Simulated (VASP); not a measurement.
Crystal: Ru.

```xyz
2
Lattice="2.7058 0.0000 0.0000 -1.3529 2.3433 0.0000 0.0000 0.0000 4.2819" Properties=species:S:1:pos:R:3 pbc="T T T"
Ru    0.0000    1.5622    1.0705
Ru    1.3529    0.7811    3.2114
```

```yaml
Program: VASP 6.6.1
Task: relaxation of cell and atoms
Functional: PBEsol
Potentials_or_basis: VASP PAW PBE potentials, release 64 (Ru_pv)
Cutoff: 600 eV
k_mesh: 18 × 18 × 10
Occupations: fermi-dirac, width 0.08 eV
Spin: no spin polarisation
```

At the start: pressure -6.3 GPa; volume 13.57 Å³/atom.

Task: Where does the relaxation end?

Result: Over 18 steps the energy falls by 5.2 meV/atom and the volume is 13.32 Å³/atom (-1.9 %); space group P6_3/mmc (No. 194, to 0.1 Å) before and after.

Step by step:
```tsv
step	energy change (eV)	largest force (eV/Å)	pressure (GPa)	volume (Å³)
1	0.0000	0.0000	-6.31	27.15
2	0.0988	0.0000	24.06	25.10
3	-0.0103	0.0000	-0.19	26.65
4	-0.0103	0.0000	0.03	26.64
5	-0.0103	0.0000	0.02	26.64
6	-0.0103	0.0000	0.02	26.64
7	-0.0103	0.0000	0.02	26.64
8	-0.0103	0.0000	0.04	26.64
9	-0.0103	0.0000	0.02	26.64
10	-0.0103	0.0000	0.03	26.64
11	-0.0103	0.0000	0.02	26.64
12	-0.0103	0.0000	0.02	26.64
13	-0.0103	0.0000	0.02	26.64
14	-0.0103	0.0000	-0.03	26.64
15	-0.0103	0.0000	-0.01	26.64
16	-0.0103	0.0000	-0.03	26.64
17	-0.0103	0.0000	-0.02	26.64
18	-0.0103	0.0000	0.01	26.64
```

Final structure:
```
Ru
1.0
     2.68996    0.00000    0.00000
    -1.34498    2.32957    0.00000
     0.00000    0.00000    4.25105
Ru
2
Direct
  0.33333 0.66667 0.25000
  0.66667 0.33333 0.75000
```

Caveat: the PAW data sets were made with another functional, which shifts forces and pressure a little.
